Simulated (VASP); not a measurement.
# Zn2N2O (P1) in VASP: single point with r2SCAN

Aim: the single point of Zn2N2O with r2SCAN.

Program: VASP 6.6.1. These are calculated values, not measurements. Logs are shortened: lines on timing, memory, paths and dates and some standing lists are left out, and cuts for length are marked.

### Step 1. The cell of the first run

The typed cell holds 10 atoms: a = 5.151 Å, b = 5.266 Å, c = 5.264 Å, α = 116.46°, β = 115.06°, γ = 97.51°.

### Step 2. Single point, r2SCAN

Contents of POSCAR:

```
Zn2N2O
1.0
   -2.7416119500      2.7427565300      3.3902339100
    2.7727645000     -2.8193513600      3.4773361100
    2.7709256100      2.8486650100     -3.4521524900
N Zn O
4 4 2
Direct
    0.3399260000      0.8354480000      0.1634870000
    0.8945980000      0.7081920000      0.5514930000
    0.6802270000      0.1446310000      0.8434910000
    0.1563640000      0.3500860000      0.5076390000
    0.9001040000      0.3980440000      0.2739440000
    0.4079390000      0.1366940000      0.5048830000
    0.1494100000      0.6568410000      0.7837550000
    0.6149950000      0.8681490000      0.4928750000
    0.2449620000      0.2509940000      0.9933510000
    0.7577110000      0.7635720000      0.0004610000
```

Contents of INCAR.step1:

```
PREC = Accurate ; ENCUT = 520
ISMEAR = -1 ; SIGMA = 0.0894
LREAL = F ; LASPH = T
NELM = 100 ; NBANDS = 51
GGA = PE ; ALGO = Normal
EDIFF = 1E-4 ; LWAVE = T
LCHARG = F
```

Contents of INCAR.step2:

```
PREC = Accurate ; ENCUT = 520
EDIFF = 1E-6 ; ISMEAR = -1
SIGMA = 0.0894 ; LREAL = F
LASPH = T ; NELM = 100
ALGO = Normal ; ISIF = 2
LWAVE = F ; LCHARG = F
METAGGA = R2SCAN ; LMIXTAU = T
NBANDS = 51 ; ISTART = 1
```

Contents of KPOINTS:

```
Automatic mesh
0
Gamma
  4 4 5
  0 0.5 0.5
```

Potentials or basis: VASP PAW PBE potentials, release 64 (N, Zn, O).

Command:

```bash
$ cat potpaw_PBE.64/N/POTCAR potpaw_PBE.64/Zn/POTCAR potpaw_PBE.64/O/POTCAR > POTCAR
$ cp INCAR.step1 INCAR
$ mpirun -np 1 vasp_std > vasp.out
$ cp INCAR.step2 INCAR
$ mpirun -np 1 vasp_std > vasp.out
```

OUTCAR:

```text
PREC = Accurate
   ENCUT = 520
   EDIFF = 1E-6
   ISMEAR = -1
   LREAL = F
   LASPH = T
   NELM = 100
   ISIF = 2
   METAGGA = R2SCAN
   ISTART = 1

 ion  position               nearest neighbor table
   1  0.340  0.835  0.163-   7 1.50   8 1.62   6 1.63
   2  0.895  0.708  0.551-   7 1.52   5 1.65   8 1.75
   3  0.680  0.145  0.843-   8 1.61   5 1.71   6 1.72
   4  0.156  0.350  0.508-   5 1.52   7 1.64   6 1.82
   5  0.900  0.398  0.274-   4 1.52   2 1.65   3 1.71   7 2.02
   6  0.408  0.137  0.505-   1 1.63   3 1.72   4 1.82   8 1.87   7 2.98
   7  0.149  0.657  0.784-   1 1.50   2 1.52   4 1.64   5 2.02   6 2.98   8 2.99
   8  0.615  0.868  0.493-   3 1.61   1 1.62   2 1.75   6 1.87   7 2.99
   9  0.245  0.251  0.993-
  10  0.758  0.764  0.000-

  LATTYP: Found a triclinic cell.
 ALAT       =    11.1025014297
 B/A-ratio  =     0.6186054411
 C/A-ratio  =     0.4993311504
 COS(alpha) =     0.0090190885
 COS(beta)  =     0.2553955513
 COS(gamma) =     0.9357504777

  Lattice vectors:

 A1 = (  -2.8039170500,   2.8959461900, -10.3449061300)
 A2 = (  -0.0311525500,   0.0765948300,  -6.8675700200)
 A3 = (  -5.5436901100,  -0.0293136500,  -0.0251836200)

Analysis of symmetry for initial positions (statically):
=====================================================================
 Subroutine PRICEL returns:
 Original cell was already a primitive cell.

 Routine SETGRP: Setting up the symmetry group for a
 triclinic supercell.

 Subroutine GETGRP returns: Found  1 space group operations
 (whereof  1 operations were pure point group operations)
 out of a pool of  2 trial point group operations.

The static configuration has the point symmetry C_1 .

Analysis of symmetry for dynamics (positions and initial velocities):
=====================================================================
 Subroutine PRICEL returns:
 Original cell was already a primitive cell.

 Routine SETGRP: Setting up the symmetry group for a
 triclinic supercell.

 Subroutine GETGRP returns: Found  1 space group operations
 (whereof  1 operations were pure point group operations)
 out of a pool of  2 trial point group operations.

The dynamic configuration has the point symmetry C_1 .

 Subroutine INISYM returns: Found  1 space group operations
 (whereof  1 operations are pure point group operations),
 and found     1 'primitive' translations

----------------------------------------------------------------------------------------

                                     Primitive cell

  volume of cell :     106.4191

  direct lattice vectors                    reciprocal lattice vectors
    -2.741611950  2.742756530  3.390233910    -0.001625037  0.180488774  0.147632296
     2.772764500 -2.819351360  3.477336110     0.179723957  0.000661315  0.144804027
     2.770925610  2.848665010 -3.452152490     0.179439163  0.177917626  0.001170368

  length of vectors
     5.151003342  5.265817267  5.264055270     0.233182617  0.230801526  0.252694410

  position of ions in fractional coordinates (direct lattice)
     0.339926000  0.835448000  0.163487000
     0.894598000  0.708192000  0.551493000
     0.680227000  0.144631000  0.843491000
     0.156364000  0.350086000  0.507639000
     0.900104000  0.398044000  0.273944000
     0.407939000  0.136694000  0.504883000
     0.149410000  0.656841000  0.783755000
     0.614995000  0.868149000  0.492875000
     0.244962000  0.250994000  0.993351000
     0.757711000  0.763572000  0.000461000

  ion indices of the primitive-cell ions
   primitive index   ion index
                 1           1
                 2           2
                 3           3
                 4           4
                 5           5
                 6           6
                 7           7
                 8           8
                 9           9
                10          10

----------------------------------------------------------------------------------------

 KPOINTS: Automatic mesh

Automatic generation of k-mesh.
 Grid dimensions read from file:
 generate k-points for:    4    4    5

 Generating k-lattice:

  Cartesian coordinates                     Fractional coordinates (reciprocal lattice)
    -0.000406259  0.045122193  0.036908074     0.250000000 -0.000000000  0.000000000
     0.044930989  0.000165329  0.036201007     0.000000000  0.250000000 -0.000000000
     0.035887833  0.035583525  0.000234074     0.000000000 -0.000000000  0.200000000

  Length of vectors
     0.058295654  0.057700381  0.050538882

  Shift w.r.t. Gamma in fractional coordinates (k-lattice)
     0.000000000  0.500000000  0.500000000

 Subroutine IBZKPT returns following result:
 ===========================================

 Found     40 irreducible k-points:

 Following reciprocal coordinates:
            Coordinates               Weight
 -0.000000  0.125000  0.100000      2.000000
  0.250000  0.125000  0.100000      2.000000
  0.500000  0.125000  0.100000      2.000000
 -0.250000  0.125000  0.100000      2.000000
  0.000000  0.375000  0.100000      2.000000
  0.250000  0.375000  0.100000      2.000000
[... 16 lines left out ...]
  0.500000  0.375000  0.300000      2.000000
 -0.250000  0.375000  0.300000      2.000000
 [... further k-points ...]
   k-points           NKPTS =     40   k-points in BZ     NKDIM =     40   number of bands    NBANDS=     51
   number of dos      NEDOS =    301   number of ions     NIONS =     10
   total plane-waves  NPLWV =  64000
   dimension x,y,z NGX =    40 NGY =   40 NGZ =   40
   dimension x,y,z NGXF=    80 NGYF=   80 NGZF=   80
   ions per type =               4   4   2
   NGX,Y,Z   is equivalent  to a cutoff of  12.91, 12.63, 12.63 a.u.
   NGXF,Y,Z  is equivalent  to a cutoff of  25.82, 25.26, 25.27 a.u.
 SYSTEM =  unknown system
   PREC   = accura    normal or accurate (medium, high low for compatibility)
   ISTART =      1    job   : 0-new  1-cont  2-samecut
   ICHARG =      0    charge: 1-file 2-atom 10-const
   ISPIN  =      1    spin polarized calculation?
   LNONCOLLINEAR =      F non collinear calculations
   LSORBIT =      F    spin-orbit coupling
   LASPH  =      T    aspherical Exc in radial PAW
   ENCUT  =  520.0 eV  38.22 Ry    6.18 a.u.   9.58  9.79  9.79*2*pi/ulx,y,z
   NELM   =    100;   NELMIN=  2; NELMDL=  0     # of ELM steps
   EDIFF  = 0.1E-05   stopping-criterion for ELM
   LREAL  =      F    real-space projection
   EDIFFG = 0.1E-04   stopping-criterion for IOM
   NSW    =      0    number of steps for IOM
   IBRION =     -1    ionic relax: 0-MD 1-quasi-New 2-CG
   NFREE  =      0    steps in history (QN), initial steepest desc. (CG)
   ISIF   =      2    stress and relaxation
   ISYM   =      2    0-nonsym 1-usesym 2-fastsym
   POTIM  = 0.5000    time-step for ionic-motion
   TEBEG  =    0.0;   TEEND  =   0.0 temperature during run
   PSTRESS=    0.0 pullay stress
   NELECT =      80.0000    total number of electrons
   NUPDOWN=      -1.0000    fix difference up-down
   EMIN   =  10.00;   EMAX   =-10.00  energy-range for DOS
   EFERMI =   0.00;   METHOD = LEGACY
   ISMEAR =    -1;   SIGMA  =   0.09  broadening in eV -4-tet -1-fermi 0-gaus
   EFERMI_NEDOS =   21; number of points for ismear=-14 and -15
   IALGO  =     38    algorithm
   IMIX   =      4    mixing-type and parameters
     AMIX     =   0.40;   BMIX     =  1.00
     AMIX_MAG =   1.60;   BMIX_MAG =  1.00
  volume/ion in A,a.u.               =      10.64        71.82
  Fermi-wavevector in a.u.,A,eV,Ry     =   1.488555  2.812962 30.147753  2.215797
  Thomas-Fermi vector in A             =   2.601575
   LORBIT       =      0    0 simple, 1 ext, 2 COOP (PROOUT), +10 PAW based schemes
   METAGGA = R2SCAN    functional components
   LHFCALC =     F    Hartree Fock is set to
   AEXX    =    0.0000 exact exchange contribution
   IVDW    =     0    specifies the selected vdW correction
   LEPSILON=     F    determine dielectric tensor
   LRPA    =     F    only Hartree local field effects (RPA)
 non-spin polarized calculation
  energy-cutoff  :      520.00
  volume of cell :      106.42
 maximum number of plane-waves:      2880
 NGX is ok and might be reduce to    40
   NGX = 19   NGY = 19   NGZ = 19

 number of electron      80.0000000 magnetization

 Free energy of the ion-electron system (eV)
  ---------------------------------------------------
  ext. energy  EPLUGINS =         0.00000000
  ---------------------------------------------------
  free energy    TOTEN  =       -56.52076607 eV

  energy without entropy =      -56.24937552  energy(sigma->0) =      -56.38507079

 E-fermi :   1.8075     XC(G=0): -11.9997

 val. band max:        1.8059293425   @ k =   0.0000  -0.3750   0.1000
 cond. band min:       1.8146656239   @ k =  -0.0000  -0.1250   0.3000
 fundamental gap:      0.0087362814
 Fermi energy:         1.8075423141

 k-point     1 :      -0.0000    0.1250    0.1000
  band No.  band energies     occupation
      1     -17.1017      2.00000
      2     -15.6407      2.00000
      3     -15.2914      2.00000
      4     -15.1105      2.00000
      5     -15.0542      2.00000
      6     -14.6335      2.00000
[... 43 lines left out ...]
     50      12.6431      0.00000
     51      13.2873      0.00000

 k-point     2 :       0.2500    0.1250    0.1000
  band No.  band energies     occupation
      1     -16.7516      2.00000
      2     -15.9015      2.00000
      3     -15.4269      2.00000
      4     -15.2429      2.00000
      5     -15.0049      2.00000
      6     -14.6781      2.00000
[... 43 lines left out ...]
     50      12.4055      0.00000
     51      12.7397      0.00000

 k-point     3 :       0.5000    0.1250    0.1000
  band No.  band energies     occupation
      1     -16.7170      2.00000
      2     -15.8795      2.00000
      3     -15.4801      2.00000
      4     -15.2306      2.00000
      5     -14.9253      2.00000
      6     -14.8042      2.00000
[... 1123 lines left out ...]
     50      12.2329      0.00000
     51      12.5028      0.00000

 k-point    24 :      -0.2500    0.3750    0.3000
  band No.  band energies     occupation
      1     -16.6857      2.00000
      2     -15.9428      2.00000
      3     -15.3994      2.00000
      4     -15.1474      2.00000
      5     -15.0442      2.00000
      6     -14.7883      2.00000
[... 43 lines left out ...]
     50      11.9927      0.00000
     51      12.6968      0.00000

 [... further k-points ...]
[... 5 lines left out ...]
  --------------------------------------------------------------------------------------
  -------------------------------------------------------------------------------------
  Total       78.8441443     94.7258502      1.6672757      6.9678339     -6.7096322      2.5804919
  in kB     1187.0270344   1426.1318464     25.1014368    104.9032536   -101.0159332     38.8502359
  external PRESSURE =     879.4201059 kB  Pullay stress =       0.0000000 kB

 VOLUME and BASIS-vectors are now :
 -----------------------------------------------------------------------------
  energy-cutoff  :      520.00
  volume of cell :      106.42
      direct lattice vectors                 reciprocal lattice vectors
    -2.741611950  2.742756530  3.390233910    -0.001625037  0.180488774  0.147632296
     2.772764500 -2.819351360  3.477336110     0.179723957  0.000661315  0.144804027
     2.770925610  2.848665010 -3.452152490     0.179439163  0.177917626  0.001170368

 POSITION                                       TOTAL-FORCE (eV/Angst)
 -----------------------------------------------------------------------------------
      1.83757     -0.95737      3.49318         0.838803      1.625163     -0.396149
      1.03916      2.02804      3.59168         7.407008    -12.691127      1.916236
      0.87336      3.86075     -0.10280         6.424681      4.276062     -0.887615
      1.94865      0.88795     -0.00497        -8.871338     14.205508     -1.484571
     -0.60498      2.12691      3.49000        -6.143954    -14.592132      0.950362
      0.65960      2.17173      0.11541        13.070270     -8.686182      1.799265
      3.58337      0.79059      0.08495        -0.852952      6.038230     -0.332424
      2.08682      0.64320      3.40234       -11.779154      9.718906     -1.477862
      2.77686      2.79396     -1.72593        -0.012204      0.033191      0.171979
      0.04113     -0.07325      5.22242        -0.081160      0.072381     -0.259221
 -----------------------------------------------------------------------------------
    total drift:                               -0.013522     -0.004451      0.019039

  FREE ENERGIE OF THE ION-ELECTRON SYSTEM (eV)
  ---------------------------------------------------
  free  energy   TOTEN  =       -56.5207660710 eV

  energy  without entropy=      -56.2493755168  energy(sigma->0) =      -56.38507079
```

Wall time 14 min (1 thread of Intel Xeon Platinum 8259CL at 2.50GHz (Skylake/Cascade Lake), shared host); peak memory 0.36 GiB.

Results:

```
Free energy            : -56.5208 eV
Pressure               : 87.9 GPa
Largest force          : 16.814 eV/Å
Band gap on the k mesh : zero (bands 40 and 41 overlap by 0.36 eV)
```

Forces on the atoms (eV/Å):
```
N     0.839   1.625  -0.396
N     7.407 -12.691   1.916
N     6.425   4.276  -0.888
N    -8.871  14.206  -1.485
Zn   -6.144 -14.592   0.950
Zn   13.070  -8.686   1.799
Zn   -0.853   6.038  -0.332
Zn  -11.779   9.719  -1.478
O    -0.012   0.033   0.172
O    -0.081   0.072  -0.259
```

Stress tensor (GPa, compression positive):
```
118.70  10.49   3.89
 10.49 142.61 -10.10
  3.89 -10.10   2.51
```

Levels at points of the mesh, in eV from the Fermi level:
```csv
k point,band 37,band 38,band 39,band 40,band 41,band 42,band 43,band 44
"(0.00, 0.12, 0.10)",-0.59,-0.21,-0.12,0.15,0.39,0.58,0.66,1.48
```

Caveat: the stress differs along the axes, from 3 to 143 GPa; the PAW data sets were made with another functional, which shifts forces and pressure a little.
